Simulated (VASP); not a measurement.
# SrO (R3m) in VASP: a series of runs, part 2 of 2

VASP 6.6.1. Earlier steps stand in the parts before.

### Step 4. Single point, r2SCAN (all Sr atoms moved -0.250 Å, as atom 1 along Cartesian [1 1 1])

File POSCAR:

```
SrO
1.0
    0.0000000000      2.5801476905      2.5801476905
    2.5801476905      0.0000000000      2.5801476905
    2.5801476905      2.5801476905      0.0000000000
Sr O
1 1
Direct
   -0.0279707956     -0.0279707956     -0.0279707956
    0.5000000000      0.5000000000      0.5000000000
```

File INCAR.step1:

```
SYSTEM = SrO
ALGO     = Normal         ! electronic algorithm
EDIFF    = 1E-4           ! SCF threshold, eV
ENCUT    = 520            ! plane-wave cutoff, eV
GGA      = PE             ! functional
ISMEAR   = 0              ! smearing method
LASPH    = .True.         ! aspherical terms in the spheres
LCHARG   = .False.        ! write CHGCAR
LREAL    = .False.        ! projectors in reciprocal space
LWAVE    = .True.         ! write WAVECAR
NBANDS   = 15             ! bands
NELM     = 60             ! most SCF steps
PREC     = Accurate       ! precision mode
SIGMA    = 0.05           ! smearing width, eV
```

File INCAR.step2:

```
SYSTEM = SrO
ALGO     = Normal         ! electronic algorithm
EDIFF    = 1E-6           ! SCF threshold, eV
ENCUT    = 520            ! plane-wave cutoff, eV
ISIF     = 2              ! what is computed and relaxed
ISMEAR   = 0              ! smearing method
ISTART   = 1            
LASPH    = .True.         ! aspherical terms in the spheres
LCHARG   = .True.         ! write CHGCAR
LELF     = .True.         ! ELF
LMIXTAU  = .True.       
LREAL    = .False.        ! projectors in reciprocal space
LVHAR    = .True.       
LWAVE    = .False.        ! write WAVECAR
METAGGA  = R2SCAN         ! meta-GGA
NBANDS   = 15             ! bands
NELM     = 60             ! most SCF steps
PREC     = Accurate       ! precision mode
SIGMA    = 0.05           ! smearing width, eV
```

File KPOINTS:

```
k-points
0
Gamma
  8 8 8
  0 0 0
```

Run with:

```console
$ cat potpaw_PBE.64/Sr_sv/POTCAR potpaw_PBE.64/O/POTCAR > POTCAR
$ cp INCAR.step1 INCAR
$ mpirun -np 1 vasp_std > vasp.out
$ cp INCAR.step2 INCAR
$ mpirun -np 1 vasp_std > vasp.out
```

Wall time 77 s (1 thread of Intel Xeon Platinum 8488C (Sapphire Rapids), shared host); peak memory 0.19 GiB.

Results (log left out):

```
Free energy            : -26.9778 eV
Pressure               : 2.2 GPa
Largest force          : 0.643 eV/Å
Band gap on the k mesh : 4.21 eV, direct
```

Forces on the atoms (eV/Å):
```
Sr   0.371  0.371  0.371
O   -0.371 -0.371 -0.371
```

Stress tensor (GPa, compression positive):
```
 2.21 -0.38 -0.38
-0.38  2.21 -0.38
-0.38 -0.38  2.21
```

Levels at points of the mesh, in eV from the valence-band top:
| k point | band 4 | band 5 | band 6 | band 7 | band 8 | band 9 | band 10 | band 11 | band 12 | band 13 |
| --- | --- | --- | --- | --- | --- | --- | --- | --- | --- | --- |
| (0.00, 0.00, 0.00) | -14.36 | -14.26 | -0.04 | -0.01 | -0.01 | 4.67 | 6.99 | 6.99 | 7.25 | 9.40 |
| (0.50, 0.00, 0.00) | -14.44 | -13.29 | -1.94 | -0.96 | -0.88 | 7.09 | 8.65 | 9.42 | 9.95 | 12.59 |
| (0.50, 0.50, 0.50) | -14.43 | -13.43 | -1.96 | -1.05 | -1.05 | 7.18 | 9.36 | 9.71 | 9.71 | 12.68 |
| (0.50, 0.50, 0.00) | -14.71 | -14.47 | -0.30 | -0.17 | 0.00 | 4.21 | 8.40 | 11.00 | 11.08 | 11.80 |

Caveat: the cell differs from its parent crystal (all Sr atoms moved -0.250 Å, as atom 1 along Cartesian [1 1 1]); the PAW data sets were made with another functional, which shifts forces and pressure a little. A k mesh can miss the band edges.

### Step 5. Single point, r2SCAN (all Sr atoms moved +0.125 Å, as atom 1 along Cartesian [1 1 1])

Changes to POSCAR since step 4:

```diff
@@ -8,3 +8,3 @@
 Direct
-   -0.0279707956     -0.0279707956     -0.0279707956
+    0.0139853978      0.0139853978      0.0139853978
     0.5000000000      0.5000000000      0.5000000000
```

File INCAR.step1:

```
SYSTEM = SrO
PREC = Accurate ; ENCUT = 520
ISMEAR = 0 ; SIGMA = 0.05
LREAL = .False. ; LASPH = .True.
NELM = 100 ; NBANDS = 15
GGA = PE ; ALGO = Normal
EDIFF = 1E-4 ; LWAVE = .True.
LCHARG = .False.
```

File INCAR.step2:

```
SYSTEM = SrO
PREC = Accurate ; ENCUT = 520
EDIFF = 1E-6 ; ISMEAR = 0
SIGMA = 0.05 ; LREAL = .False.
LASPH = .True. ; NELM = 100
ALGO = Normal ; ISIF = 2
LWAVE = .False. ; LCHARG = .False.
METAGGA = R2SCAN ; LMIXTAU = .True.
NBANDS = 15 ; ISTART = 1
```

File KPOINTS:

```
Automatic mesh
0
Gamma
  8 8 8
  0 0 0
```

Run with:

```console
$ cat potpaw_PBE.64/Sr_sv/POTCAR potpaw_PBE.64/O/POTCAR > POTCAR
$ cp INCAR.step1 INCAR
$ mpirun -np 1 vasp_std > vasp.out
$ cp INCAR.step2 INCAR
$ mpirun -np 1 vasp_std > vasp.out
```

Run time: 78 s. Hardware: 1 thread of Intel Xeon Platinum 8488C (Sapphire Rapids), shared host; peak memory 0.18 GiB.

It converged, with:

```
Free energy            : -27.0367 eV
Pressure               : 0.9 GPa
Largest force          : 0.308 eV/Å
Band gap on the k mesh : 3.87 eV, indirect (least direct gap 3.94 eV)
```

Forces on the atoms (eV/Å):
```
Sr  -0.178 -0.178 -0.178
O    0.178  0.178  0.178
```

Stress tensor (GPa, compression positive):
```
 0.91 -0.09 -0.09
-0.09  0.91 -0.09
-0.09 -0.09  0.91
```

Levels at points of the mesh, in eV from the valence-band top:
```tsv
k point	band 5	band 6	band 7	band 8	band 9	band 10	band 11	band 12
(0.00, 0.00, 0.00)	-14.47	-0.01	0.00	0.00	4.61	6.82	6.82	6.88
(0.50, 0.00, 0.00)	-13.47	-2.05	-1.07	-1.05	7.08	8.84	9.43	9.62
(0.50, 0.50, 0.50)	-13.50	-2.06	-1.09	-1.09	7.10	9.09	9.50	9.50
(0.50, 0.50, 0.00)	-14.78	-0.41	-0.11	-0.07	3.87	8.43	10.91	11.02
```

Caveat: the cell differs from its parent crystal (all Sr atoms moved +0.125 Å, as atom 1 along Cartesian [1 1 1]); the PAW data sets were made with another functional, which shifts forces and pressure a little.

### Step 6. Single point, r2SCAN (all Sr atoms moved +0.188 Å, as atom 1 along Cartesian [1 1 1])

Changes to POSCAR since step 5:

```diff
@@ -8,3 +8,3 @@
 Direct
-    0.0139853978      0.0139853978      0.0139853978
+    0.0209780967      0.0209780967      0.0209780967
     0.5000000000      0.5000000000      0.5000000000
```

File INCAR.step1:

```
SYSTEM = SrO
PREC = Accurate
ENCUT = 520
ISMEAR = 0
SIGMA = 0.05
LREAL = .False.
LASPH = .True.
NELM = 100
NBANDS = 15
GGA = PE
ALGO = Normal
EDIFF = 1E-4
LWAVE = .True.
LCHARG = .False.
```

File INCAR.step2:

```
SYSTEM = SrO
PREC = Accurate
ENCUT = 520
EDIFF = 1E-6
ISMEAR = 0
SIGMA = 0.05
LREAL = .False.
LASPH = .True.
NELM = 100
ALGO = Normal
ISIF = 2
LWAVE = .False.
LCHARG = .True.
METAGGA = R2SCAN
LMIXTAU = .True.
LELF = .True.
LVHAR = .True.
NBANDS = 15
ISTART = 1
```

KPOINTS is that of step 5.

Potentials or basis: VASP PAW PBE potentials, release 64 (Sr_sv, O).

Run with:

```console
$ cat potpaw_PBE.64/Sr_sv/POTCAR potpaw_PBE.64/O/POTCAR > POTCAR
$ cp INCAR.step1 INCAR
$ mpirun -np 1 vasp_std > vasp.out
$ cp INCAR.step2 INCAR
$ mpirun -np 1 vasp_std > vasp.out
```

Wall time 72 s (1 thread of Intel Xeon Platinum 8488C (Sapphire Rapids), shared host); peak memory 0.19 GiB.

It converged, with:

```yaml
Free_energy: -27.0125 eV
Pressure: 1.4 GPa
Largest_force: 0.470 eV/Å
Band_gap_on_the_k_mesh: 4.02 eV, indirect (least direct gap 4.05 eV)
```

Forces on the atoms (eV/Å):
```
Sr  -0.272 -0.272 -0.272
O    0.272  0.272  0.272
```

Stress tensor (GPa, compression positive):
```
 1.45 -0.20 -0.20
-0.20  1.45 -0.20
-0.20 -0.20  1.45
```

Levels at points of the mesh, in eV from the valence-band top:
| k point | band 6 | band 7 | band 8 | band 9 | band 10 | band 11 |
| --- | --- | --- | --- | --- | --- | --- |
| (0.00, 0.00, 0.00) | -0.02 | 0.00 | 0.00 | 4.64 | 6.89 | 6.89 |
| (0.50, 0.00, 0.00) | -2.00 | -1.02 | -0.98 | 7.09 | 8.74 | 9.43 |
| (0.50, 0.50, 0.50) | -2.01 | -1.07 | -1.07 | 7.13 | 9.21 | 9.59 |
| (0.50, 0.50, 0.00) | -0.36 | -0.14 | -0.04 | 4.02 | 8.42 | 10.99 |

Caveat: the cell differs from its parent crystal (all Sr atoms moved +0.188 Å, as atom 1 along Cartesian [1 1 1]); the PAW data sets were made with another functional, which shifts forces and pressure a little. A k mesh can miss the band edges.
